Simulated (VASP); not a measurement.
A run of VASP 6.6.1 is set up as follows.

The input INCAR:

```
SYSTEM = P
PREC = Accurate
ENCUT = 520
EDIFF = 1E-7
ISMEAR = 0
SIGMA = 0.05
LREAL = .False.
LASPH = .True.
NELM = 60
ALGO = Normal
ISIF = 2
LWAVE = .False.
LCHARG = .False.
GGA = CA
NBANDS = 18
```

KPOINTS

```
Automatic mesh
0
Gamma
  12 12 10
  0 0 0
```

POSCAR

```
P
1.0
    1.6554201782     -5.0841563516      0.0000000000
    1.6554201782      5.0841563516      0.0000000000
    0.0000000000      0.0000000000      4.1259339298
P
4
Direct
    0.8935677335      0.1064322665      0.0710038245
    0.6064322665      0.3935677335      0.5710038245
    0.1064322665      0.8935677335      0.9289961755
    0.3935677335      0.6064322665      0.4289961755
```

Potentials or basis: VASP PAW LDA potentials, release 64 (P).

Run with:

```console
$ cat potpaw_LDA.64/P/POTCAR > POTCAR
$ mpirun -np 1 vasp_std > vasp.out
```

**Question.** Estimate the largest force.

**Answer.** 0.050 eV/Å.

**Question.** What does it give for the pressure?

**Answer.** -0.3 GPa.

Forces in eV/Å, atoms in the order of the input:
```
P    0.000 -0.032  0.038
P    0.000  0.032  0.038
P    0.000  0.032 -0.038
P    0.000 -0.032 -0.038
```
